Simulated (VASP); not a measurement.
# Zn2Ga3Si3N8 (P1) in VASP: a series of runs

Zn2Ga3Si3N8 is run at these levels: PBE; tasks: single point, relaxation of cell and atoms.

All numbers are computed with VASP 6.6.1; they aren't measurements. Logs are shortened: lines on timing, memory, paths and dates and some standing lists are left out, and cuts for length are marked.

## (1) The cell of the first run

The typed cell holds 16 atoms: a = 5.158 Å, b = 6.346 Å, c = 6.215 Å, α = 119.45°, β = 89.65°, γ = 90.10°.

## (2) Single point, PBE

INCAR

```
SYSTEM = Zn2Ga3Si3N8
ALGO     = Normal         ! electronic algorithm
EDIFF    = 1E-7           ! SCF threshold, eV
ENCUT    = 520            ! plane-wave cutoff, eV
GGA      = PE             ! functional
ISIF     = 2              ! what is computed and relaxed
ISMEAR   = 0              ! smearing method
ISYM     = 0            
LASPH    = .True.         ! aspherical terms in the spheres
LCHARG   = .False.        ! write CHGCAR
LREAL    = Auto         
LWAVE    = .False.        ! write WAVECAR
NBANDS   = 72             ! bands
NELM     = 60             ! most SCF steps
PREC     = Accurate       ! precision mode
SIGMA    = 0.1            ! smearing width, eV
```

KPOINTS

```
k-points
0
Gamma
  3 3 3
  0 0 0
```

POSCAR

```
Zn2Ga3Si3N8
1.0
    0.0108001332     -0.0116999556     -5.1583076481
    3.2314549650      5.4611962827      0.0058424594
    3.1015519569     -5.3861967338     -0.0191759572
N Si Zn Ga
8 3 2 3
Direct
    0.6084023274      0.1352503941      0.3218507734
    0.6634267367      0.1297793274      0.8071530644
    0.6047707403      0.6928714295      0.3442596056
    0.5942270965      0.6905102537      0.8449892535
    0.1120714927      0.3156998668      0.6739274021
    0.0989558818      0.3190192540      0.1406242597
    0.1639341008      0.8701357460      0.6806328113
    0.1466592906      0.8350974936      0.1752910346
    0.0106325047      0.1603865662      0.8277359916
    0.5098821496      0.8418687471      0.6695740114
    0.4861361359      0.8381046186      0.1704267096
   -0.0006303286      0.6669838529      0.8299199476
    0.4964966469      0.3286725614      0.1595745294
   -0.0092720799      0.1577305122      0.3283468337
    0.0006575898      0.6641156697      0.3370449803
    0.4958497394      0.3295991780      0.6682014530
```

Potentials or basis: VASP PAW PBE potentials, release 64 (N, Si, Zn, Ga_d).

On the command line:

```console
> cat potpaw_PBE.64/N/POTCAR potpaw_PBE.64/Si/POTCAR potpaw_PBE.64/Zn/POTCAR potpaw_PBE.64/Ga_d/POTCAR > POTCAR
> mpirun -np 1 vasp_std > vasp.out
```

OUTCAR:

```text
SYSTEM = Zn2Ga3Si3N8
   EDIFF = 1E-7
   ENCUT = 520
   GGA = PE
   ISIF = 2
   ISMEAR = 0
   ISYM = 0
   LASPH = .True.
   LREAL = Auto
   NELM = 60
   PREC = Accurate

 ion  position               nearest neighbor table
   1  0.608  0.135  0.322-  11 1.76  16 1.97  14 1.98  13 2.02
   2  0.663  0.130  0.807-  10 1.78   9 1.80  16 2.05  13 2.10
   3  0.605  0.693  0.344-  10 1.83  11 1.84  15 2.05  13 2.09
   4  0.594  0.691  0.845-  10 1.83  11 1.85  16 2.06  12 2.09
   5  0.112  0.316  0.674-   9 1.75  14 1.98  16 1.98  12 2.03
   6  0.099  0.319  0.141-   9 1.76  14 1.97  15 1.98  13 2.05
   7  0.164  0.870  0.681-   9 1.79  10 1.79  15 2.06  12 2.10
   8  0.147  0.835  0.175-  11 1.75  15 1.95  14 1.96  12 2.02
   9  0.011  0.160  0.828-   5 1.75   6 1.76   7 1.79   2 1.80  13 3.09  10 3.12  10 3.13
  10  0.510  0.842  0.670-   2 1.78   7 1.79   3 1.83   4 1.83  13 3.09  11 3.09   9 3.12  11 3.13
                             9 3.13
  11  0.486  0.838  0.170-   8 1.75   1 1.76   3 1.84   4 1.85  10 3.09  10 3.13
  12  0.999  0.667  0.830-   8 2.02   5 2.03   4 2.09   7 2.10
  13  0.496  0.329  0.160-   1 2.02   6 2.05   3 2.09   2 2.10   9 3.09  10 3.09
  14  0.991  0.158  0.328-   8 1.96   6 1.97   1 1.98   5 1.98
  15  0.001  0.664  0.337-   8 1.95   6 1.98   3 2.05   7 2.06
  16  0.496  0.330  0.668-   1 1.97   5 1.98   2 2.05   4 2.06

IMPORTANT INFORMATION: All symmetrisations will be switched off!
NOSYMM: (Re-)initialisation of all symmetry stuff for point group C_1.

----------------------------------------------------------------------------------------

                                     Primitive cell

  volume of cell :     177.1523

  direct lattice vectors                    reciprocal lattice vectors
     0.010800133 -0.011699956 -5.158307648    -0.000413514  0.000452080 -0.193863923
     3.231454965  5.461196283  0.005842459     0.156833631  0.090309602  0.000123530
     3.101551957 -5.386196734 -0.019175957     0.159018343 -0.094093634  0.000546363

  length of vectors
     5.158332223  6.345628429  6.215392788     0.193864891  0.180976869  0.184772140

  position of ions in fractional coordinates (direct lattice)
     0.608402327  0.135250394  0.321850773
     0.663426737  0.129779327  0.807153064
     0.604770740  0.692871430  0.344259606
     0.594227096  0.690510254  0.844989254
     0.112071493  0.315699867  0.673927402
     0.098955882  0.319019254  0.140624260
[... 8 lines left out ...]
     0.000657590  0.664115670  0.337044980
     0.495849739  0.329599178  0.668201453

  ion indices of the primitive-cell ions
   primitive index   ion index
                 1           1
                 2           2
                 3           3
                 4           4
                 5           5
                 6           6
[... 8 lines left out ...]
                15          15
                16          16
[... 71 lines left out ...]
   PSTRESS=    0.0 pullay stress
   NELECT =     115.0000    total number of electrons
   NUPDOWN=      -1.0000    fix difference up-down
   EMIN   =  10.00;   EMAX   =-10.00  energy-range for DOS
   EFERMI =   0.00;   METHOD = LEGACY
   ISMEAR =     0;   SIGMA  =   0.10  broadening in eV -4-tet -1-fermi 0-gaus
   EFERMI_NEDOS =   21; number of points for ismear=-14 and -15
   IALGO  =     38    algorithm
   IMIX   =      4    mixing-type and parameters
     AMIX     =   0.40;   BMIX     =  1.00
     AMIX_MAG =   1.60;   BMIX_MAG =  1.00
  volume/ion in A,a.u.               =      11.07        74.72
  Fermi-wavevector in a.u.,A,eV,Ry     =   1.417507  2.678700 27.338539  2.009326
  Thomas-Fermi vector in A             =   2.538730
   LORBIT       =      0    0 simple, 1 ext, 2 COOP (PROOUT), +10 PAW based schemes
   GGA     = PE    functional components
   LHFCALC =     F    Hartree Fock is set to
   AEXX    =    0.0000 exact exchange contribution
   IVDW    =     0    specifies the selected vdW correction
   LEPSILON=     F    determine dielectric tensor
   LRPA    =     F    only Hartree local field effects (RPA)
 non-spin polarized calculation
 Gauss-broadening in eV      SIGMA  =   0.10
  energy-cutoff  :      520.00
  volume of cell :      177.15
 maximum number of plane-waves:      4786
 NGX is ok and might be reduce to    40
   NGX = 19   NGY = 23   NGZ = 23

 number of electron     114.9999987 magnetization

 Free energy of the ion-electron system (eV)
  ---------------------------------------------------
  ext. energy  EPLUGINS =         0.00000000
  ---------------------------------------------------
  free energy    TOTEN  =      -102.51860481 eV

  energy without entropy =     -102.50673791  energy(sigma->0) =     -102.51267136

 E-fermi :   8.8448     XC(G=0): -11.4512

 val. band max:        8.8077597154   @ k =   0.3333   0.3333   0.0000
 cond. band min:       8.8862706573   @ k =  -0.3333  -0.3333   0.3333
 fundamental gap:      0.0785109419
 Fermi energy:         8.8447500361

 k-point     1 :       0.0000    0.0000    0.0000
  band No.  band energies     occupation
      1     -11.3862      2.00000
      2     -10.0825      2.00000
      3      -9.6146      2.00000
      4      -9.3840      2.00000
      5      -9.2527      2.00000
      6      -9.1754      2.00000
[... 997 lines left out ...]
     68      12.4989      0.00000
     69      12.6981      0.00000
 [bands above 69 left out]

------------------------ aborting loop because EDIFF is reached ----------------------------------------

  FORCE on cell =-STRESS in cart. coord.  units (eV):
  Direction    XX          YY          ZZ          XY          YZ          ZX
  --------------------------------------------------------------------------------------
  -------------------------------------------------------------------------------------
  Total        0.2391887      0.1739936      0.1947223      0.0222742      0.0395192     -0.0246322
  in kB        2.1632392      1.5736104      1.7610815      0.2014490      0.3574147     -0.2227752
  external PRESSURE =       1.8326437 kB  Pullay stress =       0.0000000 kB

 VOLUME and BASIS-vectors are now :
 -----------------------------------------------------------------------------
  energy-cutoff  :      520.00
  volume of cell :      177.15
      direct lattice vectors                 reciprocal lattice vectors
     0.010800133 -0.011699956 -5.158307648    -0.000413514  0.000452080 -0.193863923
     3.231454965  5.461196283  0.005842459     0.156833631  0.090309602  0.000123530
     3.101551957 -5.386196734 -0.019175957     0.159018343 -0.094093634  0.000546363

 POSITION                                       TOTAL-FORCE (eV/Angst)
 -----------------------------------------------------------------------------------
      1.44186     -1.00204     -3.14371        -0.020597     -0.034282     -0.012098
      2.92997     -3.64650     -3.43688        -0.028845     -0.010143     -0.032817
      3.31325      1.92258     -3.12215         0.023395      0.016605      0.020199
      4.85855     -0.78722     -3.07738         0.019332      0.011535      0.018296
      3.11160     -1.90712     -0.58918        -0.018147     -0.035468      0.008458
      1.46812      0.98364     -0.51128        -0.023598      0.008948      0.025822
[... 8 lines left out ...]
      3.19143      1.81147     -0.00598        -0.014435      0.011332     -0.003940
      3.14290     -1.80486     -2.56863        -0.012267      0.004587      0.003654
 -----------------------------------------------------------------------------------
    total drift:                               -0.001472      0.005061     -0.000279

  FREE ENERGIE OF THE ION-ELECTRON SYSTEM (eV)
  ---------------------------------------------------
  free  energy   TOTEN  =      -102.5186048122 eV

  energy  without entropy=     -102.5067379082  energy(sigma->0) =     -102.51267136
```

OSZICAR:

```text
N       E                     dE             d eps       ncg     rms          rms(c)
DAV:   1     0.141450720172E+04    0.14145E+04   -0.49425E+04  2296   0.242E+03
DAV:   2     0.230259558241E+03   -0.11842E+04   -0.11013E+04  2032   0.728E+02
DAV:   3    -0.859766113853E+02   -0.31624E+03   -0.30345E+03  2360   0.247E+02
DAV:   4    -0.117363756462E+03   -0.31387E+02   -0.30989E+02  2560   0.829E+01
DAV:   5    -0.118802144972E+03   -0.14384E+01   -0.14326E+01  2824   0.181E+01    0.257E+01
DAV:   6    -0.101329982515E+03    0.17472E+02   -0.51384E+01  3840   0.800E+01    0.114E+01
DAV:   7    -0.102741527569E+03   -0.14115E+01   -0.19393E+01  2240   0.205E+01    0.747E+00
DAV:   8    -0.102568337089E+03    0.17319E+00   -0.21344E+00  3000   0.143E+01    0.342E+00
DAV:   9    -0.102537704698E+03    0.30632E-01   -0.29240E-01  2784   0.433E+00    0.122E+00
DAV:  10    -0.102515764608E+03    0.21940E-01   -0.11794E-01  3096   0.217E+00    0.437E-01
DAV:  11    -0.102518289078E+03   -0.25245E-02   -0.25172E-02  2464   0.106E+00    0.170E-01
DAV:  12    -0.102518678632E+03   -0.38955E-03   -0.28255E-03  3392   0.724E-01    0.144E-01
DAV:  13    -0.102518627355E+03    0.51276E-04   -0.80289E-04  2768   0.324E-01    0.894E-02
DAV:  14    -0.102518598445E+03    0.28910E-04   -0.27387E-04  2936   0.144E-01    0.406E-02
DAV:  15    -0.102518603852E+03   -0.54066E-05   -0.50787E-05  2680   0.699E-02    0.119E-02
DAV:  16    -0.102518604188E+03   -0.33618E-06   -0.15912E-05  3376   0.471E-02    0.414E-03
DAV:  17    -0.102518604792E+03   -0.60416E-06   -0.43188E-06  2264   0.125E-02    0.406E-03
DAV:  18    -0.102518604812E+03   -0.19805E-07   -0.73129E-07  2456   0.106E-02
   1 F= -.10251860E+03 E0= -.10251267E+03  d E =-.118669E-01
```

It took 4.2 min on 1 thread of Intel Xeon 6975P-C (Granite Rapids), shared host; peak memory 0.34 GiB.

What came out:

- Free energy: -102.5186 eV
- Pressure: 0.2 GPa
- Largest force: 0.045 eV/Å
- Band gap on the k mesh: zero (an odd number of electrons rules out a gap without spin polarisation)

Forces in eV/Å, atoms in the order of the input:
```
N   -0.021 -0.034 -0.012
N   -0.029 -0.010 -0.033
N    0.023  0.017  0.020
N    0.019  0.012  0.018
N   -0.018 -0.035  0.008
N   -0.024  0.009  0.026
N    0.034  0.017 -0.018
N    0.019 -0.015 -0.019
Si   0.006  0.007  0.000
Si   0.011  0.006 -0.003
Si   0.006  0.003  0.001
Zn  -0.012  0.001  0.014
Zn   0.012  0.010  0.003
Ga  -0.002 -0.002 -0.005
Ga  -0.014  0.011 -0.004
Ga  -0.012  0.005  0.004
```

Caveat: the k points lie up to 0.41 Å⁻¹ apart, too coarse for converged energies and pressures of a metal; an odd number of electrons without spin polarisation forces a metal; a magnetic or distorted state may lie lower.

(Continued in part 2 of 2.)

The gap in the log of VASP goes by the Fermi energy; the results here count the filled bands.